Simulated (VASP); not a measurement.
# YF5 (P6/mmm) in VASP: a series of runs, part 2 of 2

VASP 6.6.1. The steps go on from the part before.

## (3) Single point, PBE, collinear spin, ferromagnetic start

This run uses another cell than the first one, of 14.38 Å³/atom, 1.181 times its volume.

File INCAR:

```
SYSTEM = YF5
  PREC = Accurate
  ENCUT = 520
  EDIFF = 1E-6
  ISMEAR = 0
  SIGMA = 0.1
  LREAL = .FALSE.
  LASPH = .TRUE.
  NELM = 150
  ALGO = Normal
  ISIF = 2
  LWAVE = .FALSE.
  LCHARG = .FALSE.
  ISPIN = 2
  MAGMOM = 0 1 1 1 1 1
  LORBIT = 11
  LMAXMIX = 4
  GGA = PE
  NBANDS = 36
```

File KPOINTS:

```
regular mesh
0
G
  6 6 4
  0 0 0
```

File POSCAR:

```
YF5
1.0
    5.0378289200      0.0000000000      0.0000000000
   -2.5189144600      4.3628878200      0.0000000000
    0.0000000000      0.0000000000      3.9243335200
Y F
1 5
Direct
    0.0000000000      0.0000000000      0.0000000000
    0.3333333300      0.6666666700      0.0000000000
    0.6666666700      0.3333333300      0.0000000000
    0.5000000000      0.0000000000      0.5000000000
    0.5000000000      0.5000000000      0.5000000000
    0.0000000000      0.5000000000      0.5000000000
```

Potentials or basis: VASP PAW PBE potentials, release 64 (Y_sv, F).

Started as:

```
> cat potpaw_PBE.64/Y_sv/POTCAR potpaw_PBE.64/F/POTCAR > POTCAR
> mpirun -np 1 vasp_std > vasp.out
```

OUTCAR:

```text
SYSTEM = YF5
   PREC = Accurate
   ENCUT = 520
   EDIFF = 1E-6
   ISMEAR = 0
   LREAL = .FALSE.
   LASPH = .TRUE.
   NELM = 150
   ISIF = 2
   ISPIN = 2
   LORBIT = 11
   GGA = PE

 ion  position               nearest neighbor table
   1  0.000  0.000  0.000-   2 2.91   3 2.91   2 2.91   3 2.91   3 2.91   2 2.91
   2  0.333  0.667  0.000-   1 2.91   1 2.91   1 2.91
   3  0.667  0.333  0.000-   1 2.91   1 2.91   1 2.91
   4  0.500  0.000  0.500-
   5  0.500  0.500  0.500-
   6  0.000  0.500  0.500-

  LATTYP: Found a hexagonal cell.
 ALAT       =     5.0378289200
 C/A-ratio  =     0.7789731613

  Lattice vectors:

 A1 = (   5.0378289200,   0.0000000000,   0.0000000000)
 A2 = (  -2.5189144600,   4.3628878200,   0.0000000000)
 A3 = (   0.0000000000,   0.0000000000,   3.9243335200)

Analysis of symmetry for initial positions (statically):
=====================================================================
 Subroutine PRICEL returns:
 Original cell was already a primitive cell.

 Routine SETGRP: Setting up the symmetry group for a
 hexagonal supercell.

 Subroutine GETGRP returns: Found 24 space group operations
 (whereof 24 operations were pure point group operations)
 out of a pool of 24 trial point group operations.

The static configuration has the point symmetry D_6h.

Analysis of symmetry for dynamics (positions and initial velocities):
=====================================================================
 Subroutine PRICEL returns:
 Original cell was already a primitive cell.

 Routine SETGRP: Setting up the symmetry group for a
 hexagonal supercell.

[... 172 lines left out ...]

 val. band max:       -0.1425505572   @ k =   0.1667   0.1667   0.5000
 cond. band min:      -0.1258112641   @ k =   0.3333   0.3333   0.5000
 fundamental gap:      0.0167392930
 Fermi energy:        -0.1354899265

 spin component 1

 k-point     1 :       0.0000    0.0000    0.0000
  band No.  band energies     occupation
      1     -44.9023      1.00000
      2     -24.7621      1.00000
      3     -24.4888      1.00000
      4     -24.4888      1.00000
      5     -22.0675      1.00000
      6     -20.9569      1.00000
[... 787 lines left out ...]
     34      14.5905      0.00000
     35      14.5905      0.00000
 Fermi energy:        -0.1354899265

 spin component 2

 k-point     1 :       0.0000    0.0000    0.0000
  band No.  band energies     occupation
      1     -44.9248      1.00000
      2     -24.7946      1.00000
      3     -24.5140      1.00000
      4     -24.5140      1.00000
      5     -21.3611      1.00000
      6     -20.3032      1.00000
[... 787 lines left out ...]
     34      14.7041      0.00000
     35      14.7041      0.00000
 [bands above 35 left out]

------------------------ aborting loop because EDIFF is reached ----------------------------------------

  FORCE on cell =-STRESS in cart. coord.  units (eV):
  Direction    XX          YY          ZZ          XY          YZ          ZX
  --------------------------------------------------------------------------------------
  -------------------------------------------------------------------------------------
  Total      -12.9922191    -12.9922191      4.6079668      0.0000000      0.0000000      0.0000000
  in kB     -241.3295750   -241.3295745     85.5926662      0.0000000      0.0000000      0.0000000
  external PRESSURE =    -132.3554944 kB  Pullay stress =       0.0000000 kB

 VOLUME and BASIS-vectors are now :
 -----------------------------------------------------------------------------
  energy-cutoff  :      520.00
  volume of cell :       86.25
      direct lattice vectors                 reciprocal lattice vectors
     5.037828920  0.000000000  0.000000000     0.198498205  0.114602992  0.000000000
    -2.518914460  4.362887820  0.000000000     0.000000000  0.229205985  0.000000000
     0.000000000  0.000000000  3.924333520     0.000000000  0.000000000  0.254820340

 POSITION                                       TOTAL-FORCE (eV/Angst)
 -----------------------------------------------------------------------------------
      0.00000      0.00000      0.00000        -0.000000      0.000000      0.000000
     -0.00000      2.90859      0.00000         0.000000      0.000000      0.000000
      2.51891      1.45430      0.00000        -0.000000     -0.000000      0.000000
      2.51891      0.00000      1.96217        -0.000000      0.000000      0.000000
      1.25946      2.18144      1.96217        -0.000000      0.000000      0.000000
     -1.25946      2.18144      1.96217        -0.000000      0.000000      0.000000
 -----------------------------------------------------------------------------------
    total drift:                                0.000000     -0.000000     -0.000000

  FREE ENERGIE OF THE ION-ELECTRON SYSTEM (eV)
  ---------------------------------------------------
  free  energy   TOTEN  =       -24.2158816539 eV

  energy  without entropy=      -24.1804997826  energy(sigma->0) =      -24.19819072

 total charge

# of ion       s       p       d       f       tot
--------------------------------------------------
    1        2.062   5.985   0.328   0.019   8.393
    2        1.751   4.194   0.000   0.000   5.945
    3        1.751   4.194   0.000   0.000   5.945
    4        1.754   4.163   0.000   0.000   5.918
    5        1.754   4.163   0.000   0.000   5.918
    6        1.754   4.163   0.000   0.000   5.918
--------------------------------------------------
tot         10.827  26.862   0.328   0.019  38.035

 magnetization (x)

# of ion       s       p       d       f       tot
--------------------------------------------------
    1       -0.006  -0.008  -0.032  -0.001  -0.047
    2        0.002   0.332   0.000   0.000   0.333
    3        0.002   0.332   0.000   0.000   0.333
    4        0.002   0.419   0.000   0.000   0.421
    5        0.002   0.419   0.000   0.000   0.421
    6        0.002   0.419   0.000   0.000   0.421
--------------------------------------------------
tot          0.002   1.913  -0.032  -0.001   1.882
```

stdout:

```text
POSCAR found type information on POSCAR Y F
 POSCAR found :  2 types and       6 ions
 scaLAPACK will be used
 LDA part: xc-table for (Slater+PW92), standard interpolation
 POSCAR, INCAR and KPOINTS ok, starting setup
 FFT: planning ... GRIDC
 FFT: planning ... GRID_SOFT
 FFT: planning ... GRID
 WAVECAR not read
 entering main loop
```

Run time: 2.6 min. Hardware: 1 thread of Intel Xeon Platinum 8259CL at 2.50GHz (Skylake/Cascade Lake), shared host; peak memory 0.31 GiB.

What came out:

```yaml
Free_energy: -24.2159 eV
Pressure: -13.2 GPa
Band_gap_on_the_k_mesh: zero (filled and empty bands overlap)
Net_moment: 2.00 μB per cell
Site_moments: Y -0.05; F +0.33, +0.42 μB
Valence_electrons_inside_the_program's_atomic_spheres: Y 8.39; F 5.95, 5.92
```

Levels at points of the mesh, in eV from the Fermi level:
Spin up:
```tsv
k point	band 21	band 22	band 23	band 24	band 25	band 26	band 27	band 28
(0.00, 0.00, 0.00)	-1.39	-1.07	-1.07	-0.50	0.37	2.79	2.79	3.51
(0.50, 0.00, 0.00)	-1.58	-1.12	-1.11	-0.77	1.11	2.91	2.93	3.13
(0.00, 0.00, 0.50)	-1.24	-1.22	-0.85	-0.85	2.83	2.83	3.11	3.71
(0.50, 0.00, 0.50)	-1.27	-1.27	-1.25	-0.87	2.15	2.63	3.07	3.37
```
Spin down:
```csv
k point,band 20,band 21,band 22,band 23,band 24,band 25
"(0.00, 0.00, 0.00)",-1.16,-0.95,0.22,0.22,0.27,0.52
"(0.50, 0.00, 0.00)",-1.17,-0.88,-0.16,0.14,0.23,1.10
"(0.00, 0.00, 0.50)",-0.29,-0.29,0.09,0.09,0.10,2.86
"(0.50, 0.00, 0.50)",-0.77,-0.31,-0.10,-0.01,0.04,2.15
```

Caveat: the k points lie up to 0.40 Å⁻¹ apart.
